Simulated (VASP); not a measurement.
# TiC: single point with PBE

TiC:

```
Ti C
1.0
     3.05113    0.00000    0.00000
    -1.52556    2.64235    0.00000
     0.00000    0.00000    2.68416
Ti C
1 1
Direct
  0.00000 0.00000 0.00000
  0.66667 0.33333 0.50000
```

```
Program                : VASP 6.6.1
Task                   : single point
Functional             : PBE
Potentials or basis    : VASP PAW PBE potentials, release 64 (Ti_sv, C)
Cutoff                 : 520 eV
k mesh                 : 6 × 6 × 6
Occupations            : gaussian, width 0.1 eV
Spin                   : no spin polarisation
Dipole correction      : no
Further INCAR settings : ALGO = Normal; EDIFF = 1e-06; NBANDS = 15
```

```
Pressure               : 0.2 GPa
Band gap on the k mesh : 0.27 eV, indirect (least direct gap 0.39 eV)
```

Stress tensor (GPa, compression positive):
```
0.23 0.00 0.00
0.00 0.23 0.00
0.00 0.00 0.06
```

Levels at points of the mesh, in eV from the valence-band top:
```tsv
k point	band 4	band 5	band 6	band 7	band 8	band 9	band 10	band 11	band 12	band 13
(0.00, 0.00, 0.00)	-32.11	-11.89	-1.52	-1.52	-0.84	2.50	3.47	3.47	5.80	5.80
(0.50, 0.00, 0.00)	-32.07	-9.52	-4.75	-0.64	-0.10	0.29	3.18	3.57	3.80	6.74
(0.00, 0.00, 0.50)	-32.50	-8.71	-5.48	-0.43	-0.43	1.27	1.27	4.83	4.83	4.89
(0.50, 0.00, 0.50)	-32.58	-8.66	-3.90	-2.42	-2.13	1.63	3.39	4.48	5.67	7.43
```

Run time: 9.3 s on 1 thread of Intel(R) Xeon(R) Platinum 8259CL CPU @ 2.50GHz (Skylake/Cascade Lake) (shared host), peak memory 0.13 GiB.

A k mesh can miss the band edges.
